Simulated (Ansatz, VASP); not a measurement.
**Two plane-wave programs on GaSb3**

Contents of INCAR:

```
  PREC = Accurate
  ENCUT = 600
  EDIFF = 1E-6
  ISMEAR = -1
  SIGMA = 0.05
  LREAL = False
  LASPH = True
  NELM = 60
  ALGO = Normal
  ISIF = 3
  LWAVE = False
  LCHARG = False
  GGA = PE
  IBRION = 2
  NSW = 60
  EDIFFG = -0.01
```

KPOINTS

```
regular mesh
0
Gamma
  6 6 6
```

The input POSCAR:

```
GaSb3
1.0
    0.0000000000      3.7305950000      3.7305950000
    3.7305950000      0.0000000000      3.7305950000
    3.7305950000      3.7305950000      0.0000000000
Sb Ga
3 1
Direct
    0.5000000000      0.5000000000      0.5000000000
    0.7500000000      0.7500000000      0.7500000000
    0.2500000000      0.2500000000      0.2500000000
    0.0000000000      0.0000000000      0.0000000000
```

Contents of input.yaml:

```yaml
crystal:
  lattice:
    - [0.0, 3.730595, 3.730595]
    - [3.730595, 0.0, 3.730595]
    - [3.730595, 3.730595, 0.0]
  atoms:
    - { symbol: Sb, position: [0.5, 0.5, 0.5] }
    - { symbol: Sb, position: [0.75, 0.75, 0.75] }
    - { symbol: Sb, position: [0.25, 0.25, 0.25] }
    - { symbol: Ga, position: [0.0, 0.0, 0.0] }
hamiltonian:
  xc: pbe
  pseudopotentials: { kind: paw }
kpoints:
  mp_grid: { grid: [6, 6, 6] }
scf:
  occupations: { method: fermi_dirac, width: 0.05 }
output:
  forces: true
  stress: true
  eigenvalues: true
relax:
  f_tol: 0.01
  max_steps: 40
  cell: { stress_tol: 0.05 }
```

Alike in both runs: task relaxation of cell and atoms; functional PBE; k mesh 6 × 6 × 6; occupations fermi-dirac, width 0.05 eV; no spin polarisation.

|  | VASP | Ansatz |
| --- | --- | --- |
| version | VASP 6.6.1 | Ansatz 0.2.0 |
| potentials or method | VASP PAW PBE potentials, release 64 (Sb, Ga_d) | Ansatz PAW |
| plane-wave cutoff (eV) | 600 | 420 |
| valence electrons in the cell | 28 | 58 |

|  | VASP | Ansatz | Ansatz less VASP |
| --- | --- | --- | --- |
| gap on the k mesh at the Fermi level, each at its own relaxed structure (eV) | none | none | - |
| relaxed volume (Å³/atom) | 25.63 | 25.67 | +0.048 |
| relaxed cell length with the largest relative difference (Å) | 5.253 | 5.256 | +0.0032 |

A gap of «none» marks a metal or a gap that the smearing closes. VASP's potentials hold 28 valence electrons a cell and Ansatz's 58, so a difference there can come from the potentials and not from the codes.

Spin-orbit coupling is off throughout. Noted on VASP's run: too few bands were computed for a metal, which touches its energy and stress. Noted on Ansatz's run: the plane-wave basis is chosen anew once the cell has moved, so the energies of steps on either side of that aren't comparable.
